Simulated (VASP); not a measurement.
Crystal: Fe.

```
CELL_PARAMETERS angstrom
0.00000 1.97982 2.00365
1.52783 0.00000 2.00365
1.52783 1.97982 0.00000
ATOMIC_POSITIONS crystal
Fe 0.00000 0.00000 0.00000
```

Base run:

| Item | Value |
| --- | --- |
| Program | VASP 6.6.1 |
| Functional | LDA |
| Potentials or basis | VASP PAW LDA potentials, release 64 (Fe_sv) |
| Cutoff | 600 eV |
| k mesh | 13 × 13 × 13 |
| Occupations | fermi-dirac, width 0.05 eV |
| Spin | collinear spin, ferromagnetic start |
| Starting moments | [3.0] μB |

Its results: pressure -29.9 GPa; net moment 2.22 μB per cell; site moments Fe +2.18 μB.

The run is repeated on the same cell with these changes: functional from LDA to PBEsol; potentials or basis from VASP PAW LDA potentials, release 64 (Fe_sv) to VASP PAW PBE potentials, release 64 (Fe_sv). What comes out?

Pressure -21.0 GPa; net moment 2.32 μB per cell; site moments Fe +2.32 μB.

Caveats: the PAW data sets were made with another functional, which shifts forces and pressure a little (some runs).
